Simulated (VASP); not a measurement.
# BN (P6_3mc) in VASP: single point with PBE0

Aim: the single point of BN with PBE0.

All numbers are computed with VASP 6.6.1; they aren't measurements. Logs are shortened: lines on timing, memory, paths and dates and some standing lists are left out, and cuts for length are marked.

### 1 The cell of the first run

The structure is hexagonal, space group P6_3mc (No. 186). Conventional cell: a = 2.548 Å, b = 2.548 Å, c = 8.375 Å, α = 90.00°, β = 90.00°, γ = 120.00°. B (site symmetry 3m) has 4 N at 1.56 Å within 2.1 Å. B (site symmetry 3m) has 4 N at 1.56 to 1.58 Å within 2.1 Å. Within 2.1 Å of N (site symmetry 3m) lie 4 B at 1.56 Å. Within 2.1 Å of N (site symmetry 3m) lie 4 B at 1.56 to 1.58 Å.

### 2 Single point, PBE0

POSCAR

```
BN
1.0
    2.5479976490      0.0000000000      0.0000000000
   -1.2739988245      2.2066306928      0.0000000000
    0.0000000000      0.0000000000      8.3753608011
B N
4 4
Direct
    0.0000000000      0.0000000000      0.0003894352
    0.3333333333      0.6666666667      0.2496892000
    0.0000000000      0.0000000000      0.5003894352
    0.6666666667      0.3333333333      0.7496892000
    0.0000000000      0.0000000000      0.1869898325
    0.3333333333      0.6666666667      0.4379315323
    0.0000000000      0.0000000000      0.6869898325
    0.6666666667      0.3333333333      0.9379315323
```

INCAR.step1

```
SYSTEM = BN
PREC = Accurate
ENCUT = 520
EDIFF = 1E-5
ISMEAR = 0
SIGMA = 0.01
LREAL = .False.
LASPH = .True.
NELM = 60
ALGO = Normal
ISIF = 2
LWAVE = .True.
LCHARG = .False.
GGA = PE
NBANDS = 26
```

INCAR.step2

```
SYSTEM = BN
PREC = Accurate
ENCUT = 520
EDIFF = 1E-6
ISMEAR = 0
SIGMA = 0.01
LREAL = .False.
LASPH = .True.
NELM = 60
ALGO = Normal
ISIF = 2
LWAVE = .False.
LCHARG = .False.
GGA = PE
LHFCALC = .True.
AEXX = 0.25
PRECFOCK = Fast
ISTART = 1
NBANDS = 26
```

KPOINTS

```
regular mesh
0
Gamma
  6 6 2
  0 0 0
```

Potentials or basis: VASP PAW PBE potentials, release 64 (B, N).

On the command line:

```console
$ cat potpaw_PBE.64/B/POTCAR potpaw_PBE.64/N/POTCAR > POTCAR
$ cp INCAR.step1 INCAR
$ mpirun -np 1 vasp_std > vasp.out
$ cp INCAR.step2 INCAR
$ mpirun -np 1 vasp_std > vasp.out
```

OUTCAR:

```text
SYSTEM = BN
   PREC = Accurate
   ENCUT = 520
   EDIFF = 1E-6
   ISMEAR = 0
   LREAL = .False.
   LASPH = .True.
   NELM = 60
   ISIF = 2
   GGA = PE
   LHFCALC = .True.
   AEXX = 0.25
   PRECFOCK = Fast
   ISTART = 1

 ion  position               nearest neighbor table
   1  0.000  0.000  0.000-   8 1.56   8 1.56   8 1.56   5 1.56
   2  0.333  0.667  0.250-   5 1.56   5 1.56   5 1.56   6 1.58
   3  0.000  0.000  0.500-   6 1.56   6 1.56   6 1.56   7 1.56
   4  0.667  0.333  0.750-   7 1.56   7 1.56   7 1.56   8 1.58
   5  0.000  0.000  0.187-   2 1.56   2 1.56   2 1.56   1 1.56
   6  0.333  0.667  0.438-   3 1.56   3 1.56   3 1.56   2 1.58
   7  0.000  0.000  0.687-   4 1.56   4 1.56   4 1.56   3 1.56
   8  0.667  0.333  0.938-   1 1.56   1 1.56   1 1.56   4 1.58

  LATTYP: Found a hexagonal cell.
 ALAT       =     2.5479976490
 C/A-ratio  =     3.2870363143

  Lattice vectors:

 A1 = (   2.5479976490,   0.0000000000,   0.0000000000)
 A2 = (  -1.2739988245,   2.2066306928,   0.0000000000)
 A3 = (   0.0000000000,   0.0000000000,   8.3753608011)

Analysis of symmetry for initial positions (statically):
=====================================================================
 Subroutine PRICEL returns:
 Original cell was already a primitive cell.

 Routine SETGRP: Setting up the symmetry group for a
 hexagonal supercell.

 Subroutine GETGRP returns: Found 12 space group operations
 (whereof  6 operations were pure point group operations)
 out of a pool of 24 trial point group operations.

The static configuration has the point symmetry C_3v.
 The point group associated with its full space group is C_6v.

Analysis of symmetry for dynamics (positions and initial velocities):
=====================================================================
 Subroutine PRICEL returns:
 Original cell was already a primitive cell.

 Routine SETGRP: Setting up the symmetry group for a
 hexagonal supercell.

 Subroutine GETGRP returns: Found 12 space group operations
 (whereof  6 operations were pure point group operations)
 out of a pool of 24 trial point group operations.

The dynamic configuration has the point symmetry C_3v.
 The point group associated with its full space group is C_6v.

 Subroutine INISYM returns: Found 12 space group operations
 (whereof  6 operations are pure point group operations),
 and found     1 'primitive' translations

----------------------------------------------------------------------------------------

                                     Primitive cell

  volume of cell :      47.0904

  direct lattice vectors                    reciprocal lattice vectors
     2.547997649  0.000000000  0.000000000     0.392465040  0.226589797  0.000000000
    -1.273998825  2.206630693  0.000000000     0.000000000  0.453179593  0.000000000
     0.000000000  0.000000000  8.375360801     0.000000000  0.000000000  0.119397841

  length of vectors
     2.547997649  2.547997649  8.375360801     0.453179593  0.453179593  0.119397841

  position of ions in fractional coordinates (direct lattice)
     0.000000000  0.000000000  0.000389435
     0.333333333  0.666666667  0.249689200
     0.000000000  0.000000000  0.500389435
     0.666666667  0.333333333  0.749689200
     0.000000000  0.000000000  0.186989832
     0.333333333  0.666666667  0.437931532
     0.000000000  0.000000000  0.686989832
     0.666666667  0.333333333  0.937931532

  ion indices of the primitive-cell ions
   primitive index   ion index
                 1           1
                 2           2
                 3           3
                 4           4
                 5           5
                 6           6
                 7           7
                 8           8

----------------------------------------------------------------------------------------

 KPOINTS: regular mesh

Automatic generation of k-mesh.
 Grid dimensions read from file:
 generate k-points for:    6    6    2

 Generating k-lattice:

  Cartesian coordinates                     Fractional coordinates (reciprocal lattice)
     0.065410840  0.037764966  0.000000000     0.166666667  0.000000000  0.000000000
     0.000000000  0.075529932  0.000000000     0.000000000  0.166666667  0.000000000
     0.000000000  0.000000000  0.059698921     0.000000000  0.000000000  0.500000000

  Length of vectors
     0.075529932  0.075529932  0.059698921

  Shift w.r.t. Gamma in fractional coordinates (k-lattice)
     0.000000000  0.000000000  0.000000000

 Subroutine IBZKPT returns following result:
 ===========================================

 Found     14 irreducible k-points:

 Following reciprocal coordinates:
            Coordinates               Weight
  0.000000  0.000000  0.000000      1.000000
  0.166667  0.000000  0.000000      6.000000
  0.333333  0.000000  0.000000      6.000000
  0.500000  0.000000  0.000000      3.000000
  0.166667  0.166667  0.000000      6.000000
  0.333333  0.166667  0.000000     12.000000
  0.333333  0.333333  0.000000      2.000000
  0.000000  0.000000  0.500000      1.000000
  0.166667  0.000000  0.500000      6.000000
  0.333333  0.000000  0.500000      6.000000
  0.500000  0.000000  0.500000      3.000000
  0.166667  0.166667  0.500000      6.000000
  0.333333  0.166667  0.500000     12.000000
  0.333333  0.333333  0.500000      2.000000
   k-points           NKPTS =     14   k-points in BZ     NKDIM =     72   number of bands    NBANDS=     26
   number of dos      NEDOS =    301   number of ions     NIONS =      8
   total plane-waves  NPLWV =  25600
   dimension x,y,z NGX =    20 NGY =   20 NGZ =   64
   dimension x,y,z NGXF=    40 NGYF=   40 NGZF=  128
   ions per type =               4   4
   NGX,Y,Z   is equivalent  to a cutoff of  13.05, 13.05, 12.70 a.u.
   NGXF,Y,Z  is equivalent  to a cutoff of  26.10, 26.10, 25.41 a.u.
 SYSTEM =  BN
   PREC   = accura    normal or accurate (medium, high low for compatibility)
   ISTART =      1    job   : 0-new  1-cont  2-samecut
   ICHARG =      0    charge: 1-file 2-atom 10-const
   ISPIN  =      1    spin polarized calculation?
   LNONCOLLINEAR =      F non collinear calculations
   LSORBIT =      F    spin-orbit coupling
   LASPH  =      T    aspherical Exc in radial PAW
   ENCUT  =  520.0 eV  38.22 Ry    6.18 a.u.   4.74  4.74 15.57*2*pi/ulx,y,z
   NELM   =     60;   NELMIN=  2; NELMDL=  0     # of ELM steps
   EDIFF  = 0.1E-05   stopping-criterion for ELM
   LREAL  =      F    real-space projection
   EDIFFG = 0.1E-04   stopping-criterion for IOM
   NSW    =      0    number of steps for IOM
   IBRION =     -1    ionic relax: 0-MD 1-quasi-New 2-CG
   NFREE  =      0    steps in history (QN), initial steepest desc. (CG)
   ISIF   =      2    stress and relaxation
   ISYM   =      3    0-nonsym 1-usesym 2-fastsym
   POTIM  = 0.5000    time-step for ionic-motion
   TEBEG  =    0.0;   TEEND  =   0.0 temperature during run
   PSTRESS=    0.0 pullay stress
   NELECT =      32.0000    total number of electrons
   NUPDOWN=      -1.0000    fix difference up-down
   EMIN   =  10.00;   EMAX   =-10.00  energy-range for DOS
   EFERMI =   0.00;   METHOD = LEGACY
   ISMEAR =     0;   SIGMA  =   0.01  broadening in eV -4-tet -1-fermi 0-gaus
   EFERMI_NEDOS =   21; number of points for ismear=-14 and -15
   IALGO  =     38    algorithm
   IMIX   =      1    mixing-type and parameters
     AMIX     =   0.40;   BMIX     =  1.00
     AMIX_MAG =   1.60;   BMIX_MAG =  1.00
  volume/ion in A,a.u.               =       5.89        39.72
  Fermi-wavevector in a.u.,A,eV,Ry     =   1.439287  2.719858 28.185112  2.071547
  Thomas-Fermi vector in A             =   2.558159
   LORBIT       =      0    0 simple, 1 ext, 2 COOP (PROOUT), +10 PAW based schemes
   GGA     = PE    functional components
   LHFCALC =     T    Hartree Fock is set to
   PRECFOCK=fast      Normal, Fast or Accurate (Low or Medium for compatibility)
   ENCUT4O =  -1.0   cutoff for four orbital integrals eV
   NKREDX  =     1    reduce k-point grid by
   NKREDY  =     1    reduce k-point grid by
   NKREDZ  =     1    reduce k-point grid by
   AEXX    =    0.2500 exact exchange contribution
   HFSCREEN=    0.0000 screening length (either q_TF or 0.3 A-1)
   HFSCREENC=   0.0000 screening length for correlation (either q_TF or 0.3 A-1)
   ENCUTFOCK=  -1.0 apply spherical cutoff to Coloumb kernel
   IVDW    =     0    specifies the selected vdW correction
   LEPSILON=     F    determine dielectric tensor
   LRPA    =     F    only Hartree local field effects (RPA)
 non-spin polarized calculation
 Gauss-broadening in eV      SIGMA  =   0.01
  energy-cutoff  :      520.00
  volume of cell :       47.09
 maximum number of plane-waves:      1280
 NGX is ok and might be reduce to    20
  NGX = 12; NGY = 12; NGZ = 40

 number of electron      31.9999994 magnetization

 Free energy of the ion-electron system (eV)
  ---------------------------------------------------
  ext. energy  EPLUGINS =         0.00000000
  ---------------------------------------------------
  free energy    TOTEN  =       -85.07843554 eV

  energy without entropy =      -85.07843554  energy(sigma->0) =      -85.07843554

 E-fermi :   6.3981     XC(G=0): -10.0827

 val. band max:        6.2670006427   @ k =   0.0000   0.0000   0.0000
 cond. band min:      13.9483368308   @ k =   0.5000   0.0000   0.0000
 fundamental gap:      7.6813361881
 Fermi energy:         6.3980938315

 k-point     1 :       0.0000    0.0000    0.0000
  band No.  band energies     occupation
      1     -15.9944      2.00000
      2     -14.4459      2.00000
      3     -14.3707      2.00000
      4     -11.4852      2.00000
      5      -5.5412      2.00000
      6       0.1189      2.00000
[... 18 lines left out ...]
     25      19.4044      0.00000
     26      19.4871      0.00000

 k-point     2 :       0.1667    0.0000    0.0000
  band No.  band energies     occupation
      1     -15.3477      2.00000
      2     -13.8351      2.00000
      3     -13.7596      2.00000
      4     -11.0086      2.00000
      5      -4.8885      2.00000
      6       0.1418      2.00000
[... 340 lines left out ...]
 k-point    14 :       0.3333    0.3333    0.5000
  band No.  band energies     occupation
      1     -10.2639      2.00000
      2     -10.2639      2.00000
      3     -10.1540      2.00000
      4     -10.1540      2.00000
      5      -3.6542      2.00000
      6      -3.6542      2.00000
[... 18 lines left out ...]
     25      23.7432      0.00000
     26      23.7433      0.00000

------------------------ aborting loop because EDIFF is reached ----------------------------------------

  FORCE on cell =-STRESS in cart. coord.  units (eV):
  Direction    XX          YY          ZZ          XY          YZ          ZX
  --------------------------------------------------------------------------------------
  -------------------------------------------------------------------------------------
  Total       -1.1096209     -1.1096209     -1.2354738      0.0000000      0.0000000     -0.0000000
  in kB      -37.7531328    -37.7531328    -42.0350845      0.0000000      0.0000000     -0.0000000
  external PRESSURE =     -39.1804500 kB  Pullay stress =       0.0000000 kB

 VOLUME and BASIS-vectors are now :
 -----------------------------------------------------------------------------
  energy-cutoff  :      520.00
  volume of cell :       47.09
      direct lattice vectors                 reciprocal lattice vectors
     2.547997649  0.000000000  0.000000000     0.392465040  0.226589797  0.000000000
    -1.273998825  2.206630693  0.000000000     0.000000000  0.453179593  0.000000000
     0.000000000  0.000000000  8.375360801     0.000000000  0.000000000  0.119397841

 POSITION                                       TOTAL-FORCE (eV/Angst)
 -----------------------------------------------------------------------------------
      0.00000      0.00000      0.00326        -0.000000     -0.000000     -0.014071
     -0.00000      1.47109      2.09124        -0.000000     -0.000000      0.000464
      0.00000      0.00000      4.19094        -0.000000      0.000000     -0.014071
      1.27400      0.73554      6.27892        -0.000000      0.000000      0.000464
      0.00000      0.00000      1.56611        -0.000000      0.000000      0.013769
     -0.00000      1.47109      3.66783        -0.000000      0.000000     -0.000162
      0.00000      0.00000      5.75379         0.000000     -0.000000      0.013769
      1.27400      0.73554      7.85551         0.000000      0.000000     -0.000162
 -----------------------------------------------------------------------------------
    total drift:                                0.000001     -0.000002     -0.000157

  FREE ENERGIE OF THE ION-ELECTRON SYSTEM (eV)
  ---------------------------------------------------
  free  energy   TOTEN  =       -85.0784355403 eV

  energy  without entropy=      -85.0784355403  energy(sigma->0) =      -85.07843554
```

Wall time 14 min (1 thread of Intel Xeon Platinum 8488C (Sapphire Rapids), shared host); peak memory 0.18 GiB.

What came out:

```yaml
Free_energy: -85.0784 eV
Pressure: -3.9 GPa
Largest_force: 0.014 eV/Å
Band_gap_on_the_k_mesh: 7.68 eV (least direct gap 9.89 eV)
```

Forces in eV/Å, atoms in the order of the input:
```
B    0.000  0.000 -0.014
B    0.000  0.000  0.000
B    0.000  0.000 -0.014
B    0.000  0.000  0.000
N    0.000  0.000  0.014
N    0.000  0.000  0.000
N    0.000  0.000  0.014
N    0.000  0.000  0.000
```

Stress tensor (GPa, compression positive):
```
-3.78  0.00  0.00
 0.00 -3.78  0.00
 0.00  0.00 -4.20
```

Caveat: the k points lie up to 0.47 Å⁻¹ apart; the PAW data sets were made with another functional, which shifts forces and pressure a little.
